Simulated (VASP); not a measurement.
Wanted: the native input for a VASP 6.6.1 run.

```yaml
Task: single point
Functional: PBE
Potentials_or_basis: VASP PAW PBE potentials, release 64 (Si, O)
Cutoff: 520 eV
k_mesh: 4 × 4 × 4
Occupations: gaussian, width 0.05 eV
Spin: no spin polarisation
Dipole_correction: no
Further_INCAR_settings: ALGO = Normal; EDIFF = 1e-06; NBANDS = 40
```

The structure of Si4O7 (a cell with a defect) lies in POSCAR:

```
Si4O7
1.0
    5.0799801732      0.0000000000      0.0000000000
    0.0000000000      5.0799801732      0.0000000000
    0.0000000000      0.0000000000      7.0914769300
Si O
4 7
Direct
    0.2944292339      0.2944292339      0.0000000000
    0.2055707661      0.7944292339      0.2500000000
    0.7055707661      0.7055707661      0.5000000000
    0.7944292339      0.2055707661      0.7500000000
    0.4053663613      0.7409644515      0.4248320116
    0.7590355485      0.9053663613      0.6748320116
    0.5946336387      0.2590355485      0.9248320116
    0.7409644515      0.4053663613      0.5751679884
    0.9296522457      0.7252525826      0.3142887782
    0.2590355485      0.5946336387      0.0751679884
    0.0946336387      0.2409644515      0.8251679884
```

This cell differs from its parent crystal: atoms taken out, atom 9 moved 0.000 of the way to it and -0.225 Å across, host rigid.

The input as run:

INCAR

```
SYSTEM = Si4O7
  PREC = Accurate
  ENCUT = 520
  EDIFF = 1E-6
  ISMEAR = 0
  SIGMA = 0.05
  LREAL = .FALSE.
  LASPH = .TRUE.
  NELM = 80
  ALGO = Normal
  ISIF = 2
  LWAVE = .FALSE.
  LCHARG = .FALSE.
  GGA = PE
  NBANDS = 40
```

KPOINTS

```
regular mesh
0
G
  4 4 4
  0 0 0
```

Potentials or basis: VASP PAW PBE potentials, release 64 (Si, O).

Run with:

```sh
$ cat potpaw_PBE.64/Si/POTCAR potpaw_PBE.64/O/POTCAR > POTCAR
$ mpirun -np 1 vasp_std > vasp.out
```

It gave:

- Pressure: 0.3 GPa
- Largest force: 7.263 eV/Å
- Band gap on the k mesh: 2.61 eV

Caveat: the cell differs from its parent crystal (atoms taken out, atom 9 moved 0.000 of the way to it and -0.225 Å across, host rigid).

It took 4.3 min on 1 thread of Intel(R) Xeon(R) Platinum 8488C (Sapphire Rapids), with other jobs on the host, peak memory 0.38 GiB.
